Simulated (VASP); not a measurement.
AlRu:

```xyz
2
Lattice="2.9700 0.0000 0.0000 0.0000 2.9700 0.0000 0.0000 0.0000 2.9700" Properties=species:S:1:pos:R:3 pbc="T T T"
Ru    0.0000    0.0000    0.0000
Al    1.4850    1.4850    1.4850
```

| Item | Value |
| --- | --- |
| Program | VASP 6.6.1 |
| Task | relaxation of cell and atoms |
| Functional | PBE |
| Potentials or basis | VASP PAW PBE potentials, release 64 (Ru_pv, Al) |
| Cutoff | 500 eV |
| k mesh | 14 × 14 × 14 |
| Occupations | gaussian, width 0.1 eV |
| Spin | no spin polarisation |

At the start: pressure 7.5 GPa; volume 13.10 Å³/atom.

**Question.** Where does the relaxation end?

**Answer.** Over 17 steps the energy falls by 10.3 meV/atom and the volume is 13.55 Å³/atom (+3.5 %); space group Pm-3m (No. 221, to 0.1 Å) before and after.

The path:
```csv
step,energy change (eV),largest force (eV/Å),pressure (GPa),volume (Å³)
1,0.0000,0.0000,7.49,26.20
2,0.0264,0.0000,-9.66,28.59
3,-0.0205,0.0000,-0.09,27.12
4,-0.0205,0.0000,0.05,27.10
5,-0.0205,0.0000,0.05,27.10
6,-0.0205,0.0000,0.05,27.10
7,-0.0205,0.0000,0.05,27.10
8,-0.0205,0.0000,0.05,27.10
9,-0.0205,0.0000,0.05,27.10
10,-0.0205,0.0000,0.05,27.10
11,-0.0205,0.0000,0.05,27.10
12,-0.0205,0.0000,0.05,27.10
13,-0.0205,0.0000,0.05,27.10
14,-0.0205,0.0000,0.04,27.10
15,-0.0205,0.0000,0.04,27.10
16,-0.0205,0.0000,0.03,27.10
17,-0.0205,0.0000,0.01,27.10
```

Final structure:
```yaml
crystal:
  lattice:
    - [3.00388, 0.00000, 0.00000]
    - [0.00000, 3.00388, 0.00000]
    - [0.00000, 0.00000, 3.00388]
  atoms:
    - { symbol: Ru, position: [0.00000, 0.00000, 0.00000] }
    - { symbol: Al, position: [0.50000, 0.50000, 0.50000] }
```
